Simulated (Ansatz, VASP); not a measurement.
# Ta in VASP and in Ansatz

```
Ta
1.0
    -1.45980    1.64023    1.72224
     1.45980   -1.64023    1.72224
     1.45980    1.64023   -1.72224
Ta
1
Direct
  0.00000 0.00000 0.00000
```

Change from the starting cell: normal strain along x -0.1100, normal strain along z +0.0500.

Alike in both runs: task single point; functional PBEsol; k mesh 20 × 20 × 20; occupations gaussian, width 0.15 eV; no spin polarisation.

```csv
,VASP,Ansatz
version,VASP 6.6.1,Ansatz 0.2.0
potentials or method,"VASP PAW PBE potentials, release 64 (Ta_pv), cutoff 520 eV","scalar-relativistic, plane waves, PAW"
valence electrons in the cell,11,13
```

VASP gave:

| Item | Value |
| --- | --- |
| gap on the k mesh at the Fermi level (eV) | none |
| pressure (GPa) | 18.7 |
| traceless stress, the component that is largest in VASP (GPa) | 10.40 |

Q: What did Ansatz give for the same quantities?

A: gap on the k mesh at the Fermi level (eV): none; pressure (GPa): 18.3; traceless stress, the component that is largest in VASP (GPa): 10.38.

VASP's potentials were made for PBE, not for PBEsol, and Ansatz warns of the same on its side. A gap of «none» marks a metal or a gap that the smearing closes. VASP's potentials hold 11 valence electrons a cell and Ansatz's 13, so a difference there can come from the potentials and not from the codes.

Spin-orbit coupling is off throughout.
